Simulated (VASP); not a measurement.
# LaScF (P4mm) in VASP: notebook

Runs on LaScF. Level: PBE. Tasks: single point, relaxation of cell and atoms.

All numbers are computed with VASP 6.6.1; they aren't measurements. Logs are shortened: lines on timing, memory, paths and dates and some standing lists are left out, and cuts for length are marked.

### Step 1. The cell of the first run

The structure is tetragonal, space group P4mm (No. 99). The conventional cell has a = 3.835 Å, b = 3.835 Å, c = 3.982 Å, α = 90.00°, β = 90.00°, γ = 90.00°. La (site symmetry 4mm) has 2 F at 1.75 to 2.23 Å within 2.3 Å. Sc (site symmetry 4mm) has 4 La at 2.76 Å and 4 F at 2.98 Å within 3.6 Å. F (site symmetry 4mm) has 2 La at 1.75 to 2.23 Å within 2.3 Å.

### Step 2. Single point, PBE

INCAR

```
PREC = Accurate ; ENCUT = 520
EDIFF = 1E-7 ; ISMEAR = 0
SIGMA = 0.1 ; LREAL = F
LASPH = T ; NELM = 60
ALGO = Normal ; ISIF = 2
LWAVE = F ; LCHARG = T
GGA = PE ; LELF = T
LVHAR = T ; NBANDS = 22
```

KPOINTS

```
Automatic mesh
0
Gamma
  4 4 4
```

POSCAR

```
LaScF
1.0
    3.8346917900      0.0000000000      0.0000000000
    0.0000000000      3.8346917900      0.0000000000
    0.0000000000      0.0000000000      3.9816221000
La Sc F
1 1 1
Direct
    0.0000000000      0.0000000000      0.6997948400
    0.5000000000      0.5000000000      0.5697173500
    0.0000000000      0.0000000000      0.2602271800
```

Potentials or basis: VASP PAW PBE potentials, release 64 (La, Sc_sv, F).

Command:

```
$ cat potpaw_PBE.64/La/POTCAR potpaw_PBE.64/Sc_sv/POTCAR potpaw_PBE.64/F/POTCAR > POTCAR
$ mpirun -np 1 vasp_std > vasp.out
```

OUTCAR:

```text
PREC = Accurate
   ENCUT = 520
   EDIFF = 1E-7
   ISMEAR = 0
   LREAL = F
   LASPH = T
   NELM = 60
   ISIF = 2
   GGA = PE

 ion  position               nearest neighbor table
   1  0.000  0.000  0.700-   3 1.75   3 2.23   2 2.76   2 2.76   2 2.76   2 2.76
   2  0.500  0.500  0.570-   1 2.76   1 2.76   1 2.76   1 2.76
   3  0.000  0.000  0.260-   1 1.75   1 2.23

  LATTYP: Found a simple tetragonal cell.
 ALAT       =     3.8346917900
 C/A-ratio  =     1.0383160676

  Lattice vectors:

 A1 = (   3.8346917900,   0.0000000000,   0.0000000000)
 A2 = (   0.0000000000,   3.8346917900,   0.0000000000)
 A3 = (   0.0000000000,   0.0000000000,   3.9816221000)

Analysis of symmetry for initial positions (statically):
=====================================================================
 Subroutine PRICEL returns:
 Original cell was already a primitive cell.

 Routine SETGRP: Setting up the symmetry group for a
 simple tetragonal supercell.

 Subroutine GETGRP returns: Found  8 space group operations
 (whereof  8 operations were pure point group operations)
 out of a pool of 16 trial point group operations.

The static configuration has the point symmetry C_4v.

Analysis of symmetry for dynamics (positions and initial velocities):
=====================================================================
 Subroutine PRICEL returns:
 Original cell was already a primitive cell.

 Routine SETGRP: Setting up the symmetry group for a
 simple tetragonal supercell.

 Subroutine GETGRP returns: Found  8 space group operations
 (whereof  8 operations were pure point group operations)
 out of a pool of 16 trial point group operations.

The dynamic configuration has the point symmetry C_4v.

 Subroutine INISYM returns: Found  8 space group operations
 (whereof  8 operations are pure point group operations),
 and found     1 'primitive' translations

----------------------------------------------------------------------------------------

                                     Primitive cell

  volume of cell :      58.5492

  direct lattice vectors                    reciprocal lattice vectors
     3.834691790  0.000000000  0.000000000     0.260777151  0.000000000  0.000000000
     0.000000000  3.834691790  0.000000000     0.000000000  0.260777151  0.000000000
     0.000000000  0.000000000  3.981622100     0.000000000  0.000000000  0.251153920

  length of vectors
     3.834691790  3.834691790  3.981622100     0.260777151  0.260777151  0.251153920

  position of ions in fractional coordinates (direct lattice)
     0.000000000  0.000000000  0.699794840
     0.500000000  0.500000000  0.569717350
     0.000000000  0.000000000  0.260227180

  ion indices of the primitive-cell ions
   primitive index   ion index
                 1           1
                 2           2
                 3           3

----------------------------------------------------------------------------------------

 KPOINTS: Automatic mesh

Automatic generation of k-mesh.
 Grid dimensions read from file:
 generate k-points for:    4    4    4

 Generating k-lattice:

  Cartesian coordinates                     Fractional coordinates (reciprocal lattice)
     0.065194288  0.000000000  0.000000000     0.250000000  0.000000000  0.000000000
     0.000000000  0.065194288  0.000000000     0.000000000  0.250000000  0.000000000
     0.000000000  0.000000000  0.062788480     0.000000000  0.000000000  0.250000000

  Length of vectors
     0.065194288  0.065194288  0.062788480

  Shift w.r.t. Gamma in fractional coordinates (k-lattice)
     0.000000000  0.000000000  0.000000000

 Subroutine IBZKPT returns following result:
 ===========================================

 Found     18 irreducible k-points:

 Following reciprocal coordinates:
            Coordinates               Weight
  0.000000  0.000000  0.000000      1.000000
  0.250000  0.000000  0.000000      4.000000
  0.500000  0.000000  0.000000      2.000000
  0.250000  0.250000  0.000000      4.000000
  0.500000  0.250000  0.000000      4.000000
  0.500000  0.500000  0.000000      1.000000
[... 10 lines left out ...]
  0.500000  0.250000  0.500000      4.000000
  0.500000  0.500000  0.500000      1.000000
   k-points           NKPTS =     18   k-points in BZ     NKDIM =     18   number of bands    NBANDS=     22
   number of dos      NEDOS =    301   number of ions     NIONS =      3
   total plane-waves  NPLWV =  27000
   dimension x,y,z NGX =    30 NGY =   30 NGZ =   30
   dimension x,y,z NGXF=    60 NGYF=   60 NGZF=   60
   ions per type =               1   1   1
   NGX,Y,Z   is equivalent  to a cutoff of  13.01, 13.01, 12.53 a.u.
   NGXF,Y,Z  is equivalent  to a cutoff of  26.01, 26.01, 25.05 a.u.
 SYSTEM =  unknown system
   PREC   = accura    normal or accurate (medium, high low for compatibility)
   ISTART =      0    job   : 0-new  1-cont  2-samecut
   ICHARG =      2    charge: 1-file 2-atom 10-const
   ISPIN  =      1    spin polarized calculation?
   LNONCOLLINEAR =      F non collinear calculations
   LSORBIT =      F    spin-orbit coupling
   LASPH  =      T    aspherical Exc in radial PAW
   ENCUT  =  520.0 eV  38.22 Ry    6.18 a.u.   7.13  7.13  7.40*2*pi/ulx,y,z
   NELM   =     60;   NELMIN=  2; NELMDL= -5     # of ELM steps
   EDIFF  = 0.1E-06   stopping-criterion for ELM
   LREAL  =      F    real-space projection
   EDIFFG = 0.1E-05   stopping-criterion for IOM
   NSW    =      0    number of steps for IOM
   IBRION =     -1    ionic relax: 0-MD 1-quasi-New 2-CG
   NFREE  =      0    steps in history (QN), initial steepest desc. (CG)
   ISIF   =      2    stress and relaxation
   ISYM   =      2    0-nonsym 1-usesym 2-fastsym
   POTIM  = 0.5000    time-step for ionic-motion
   TEBEG  =    0.0;   TEEND  =   0.0 temperature during run
   PSTRESS=    0.0 pullay stress
   NELECT =      29.0000    total number of electrons
   NUPDOWN=      -1.0000    fix difference up-down
   EMIN   =  10.00;   EMAX   =-10.00  energy-range for DOS
   EFERMI =   0.00;   METHOD = LEGACY
   ISMEAR =     0;   SIGMA  =   0.10  broadening in eV -4-tet -1-fermi 0-gaus
   EFERMI_NEDOS =   21; number of points for ismear=-14 and -15
   IALGO  =     38    algorithm
   IMIX   =      4    mixing-type and parameters
     AMIX     =   0.40;   BMIX     =  1.00
     AMIX_MAG =   1.60;   BMIX_MAG =  1.00
  volume/ion in A,a.u.               =      19.52       131.70
  Fermi-wavevector in a.u.,A,eV,Ry     =   1.295290  2.447744 22.827548  1.677777
  Thomas-Fermi vector in A             =   2.426820
   LORBIT       =      0    0 simple, 1 ext, 2 COOP (PROOUT), +10 PAW based schemes
   GGA     = PE    functional components
   LHFCALC =     F    Hartree Fock is set to
   AEXX    =    0.0000 exact exchange contribution
   IVDW    =     0    specifies the selected vdW correction
   LEPSILON=     F    determine dielectric tensor
   LRPA    =     F    only Hartree local field effects (RPA)
 non-spin polarized calculation
 Gauss-broadening in eV      SIGMA  =   0.10
  energy-cutoff  :      520.00
  volume of cell :       58.55
 maximum number of plane-waves:      1591
 NGX is ok and might be reduce to    30
   NGX = 15   NGY = 15   NGZ = 15

 number of electron      29.0000016 magnetization

 Free energy of the ion-electron system (eV)
  ---------------------------------------------------
  ext. energy  EPLUGINS =         0.00000000
  ---------------------------------------------------
  free energy    TOTEN  =       -11.16100088 eV

  energy without entropy =      -11.14102654  energy(sigma->0) =      -11.15101371

 E-fermi :   7.5582     XC(G=0): -10.3009

 val. band max:        7.5273265404   @ k =   0.5000   0.2500   0.2500
 cond. band min:       7.6734092562   @ k =   0.2500   0.2500   0.2500
 fundamental gap:      0.1460827158
 Fermi energy:         7.5581567226

 k-point     1 :       0.0000    0.0000    0.0000
  band No.  band energies     occupation
      1     -41.7821      2.00000
      2     -26.0148      2.00000
      3     -20.6019      2.00000
      4     -20.5581      2.00000
      5     -20.5581      2.00000
      6     -19.3956      2.00000
[... 14 lines left out ...]
     21      11.1307      0.00000
     22      11.1464      0.00000

 k-point     2 :       0.2500    0.0000    0.0000
  band No.  band energies     occupation
      1     -41.7793      2.00000
      2     -26.0309      2.00000
      3     -20.5878      2.00000
      4     -20.5450      2.00000
      5     -20.5414      2.00000
      6     -19.3641      2.00000
[... 14 lines left out ...]
     21      10.9563      0.00000
     22      11.2435      0.00000

 k-point     3 :       0.5000    0.0000    0.0000
  band No.  band energies     occupation
      1     -41.7765      2.00000
      2     -26.0471      2.00000
      3     -20.5545      2.00000
      4     -20.5519      2.00000
      5     -20.5245      2.00000
      6     -19.3298      2.00000
[... 14 lines left out ...]
     21      11.0350      0.00000
     22      11.3809      0.00000

 k-point     4 :       0.2500    0.2500    0.0000
  band No.  band energies     occupation
      1     -41.7768      2.00000
      2     -26.0156      2.00000
      3     -20.5981      2.00000
      4     -20.5733      2.00000
      5     -20.5301      2.00000
      6     -19.3639      2.00000
[... 14 lines left out ...]
     21      11.1089      0.00000
     22      11.1201      0.00000

 k-point     5 :       0.5000    0.2500    0.0000
  band No.  band energies     occupation
      1     -41.7743      2.00000
      2     -26.0004      2.00000
      3     -20.5935      2.00000
      4     -20.5837      2.00000
      5     -20.5492      2.00000
      6     -19.3668      2.00000
[... 267 lines left out ...]
 k-point    16 :       0.2500    0.2500    0.5000
  band No.  band energies     occupation
      1     -41.7754      2.00000
      2     -25.5502      2.00000
      3     -21.1000      2.00000
      4     -20.5943      2.00000
      5     -20.5636      2.00000
      6     -20.4257      2.00000
[... 14 lines left out ...]
     21      10.7453      0.00000
     22      11.0724      0.00000

 k-point    17 :       0.5000    0.2500    0.5000
  band No.  band energies     occupation
      1     -41.7729      2.00000
      2     -25.5350      2.00000
      3     -21.0658      2.00000
      4     -20.5852      2.00000
      5     -20.5716      2.00000
      6     -20.4874      2.00000
[... 14 lines left out ...]
     21      10.7916      0.00000
     22      11.1329      0.00000

 k-point    18 :       0.5000    0.5000    0.5000
  band No.  band energies     occupation
      1     -41.7707      2.00000
      2     -25.4804      2.00000
      3     -21.0025      2.00000
      4     -20.6347      2.00000
      5     -20.6347      2.00000
      6     -20.5732      2.00000
[... 14 lines left out ...]
     21      10.9202      0.00000
     22      10.9273      0.00000

------------------------ aborting loop because EDIFF is reached ----------------------------------------

  FORCE on cell =-STRESS in cart. coord.  units (eV):
  Direction    XX          YY          ZZ          XY          YZ          ZX
  --------------------------------------------------------------------------------------
  -------------------------------------------------------------------------------------
  Total        9.6811845      9.6811845     30.7308546      0.0000000      0.0000000      0.0000000
  in kB      264.9220532    264.9220532    840.9385364      0.0000000      0.0000000      0.0000000
  external PRESSURE =     456.9275476 kB  Pullay stress =       0.0000000 kB

 VOLUME and BASIS-vectors are now :
 -----------------------------------------------------------------------------
  energy-cutoff  :      520.00
  volume of cell :       58.55
      direct lattice vectors                 reciprocal lattice vectors
     3.834691790  0.000000000  0.000000000     0.260777151  0.000000000  0.000000000
     0.000000000  3.834691790  0.000000000     0.000000000  0.260777151  0.000000000
     0.000000000  0.000000000  3.981622100     0.000000000  0.000000000  0.251153920

 POSITION                                       TOTAL-FORCE (eV/Angst)
 -----------------------------------------------------------------------------------
      0.00000      0.00000      2.78632         0.000000     -0.000000     12.572117
      1.91735      1.91735      2.26840         0.000000     -0.000000     -1.633682
      0.00000      0.00000      1.03613         0.000000      0.000000    -10.938435
 -----------------------------------------------------------------------------------
    total drift:                                0.000000     -0.000000     -0.001656

  FREE ENERGIE OF THE ION-ELECTRON SYSTEM (eV)
  ---------------------------------------------------
  free  energy   TOTEN  =       -11.1610008836 eV

  energy  without entropy=      -11.1410265367  energy(sigma->0) =      -11.15101371
```

It took 20 s on 1 thread of AMD EPYC 9R45 (Zen 5), shared host; peak memory 0.16 GiB.

What came out:

* Free energy: -11.1610 eV
* Pressure: 45.7 GPa
* Largest force: 12.572 eV/Å

Forces in eV/Å, atoms in the order of the input:
```
La    0.000   0.000  12.572
Sc    0.000   0.000  -1.634
F     0.000   0.000 -10.938
```

Caveat: the k points lie up to 0.41 Å⁻¹ apart; spin-orbit coupling is left out, which moves the levels of the heavy elements; an odd number of electrons without spin polarisation forces a metal; a magnetic or distorted state may lie lower.

(Part 1 of 2 ends here.)
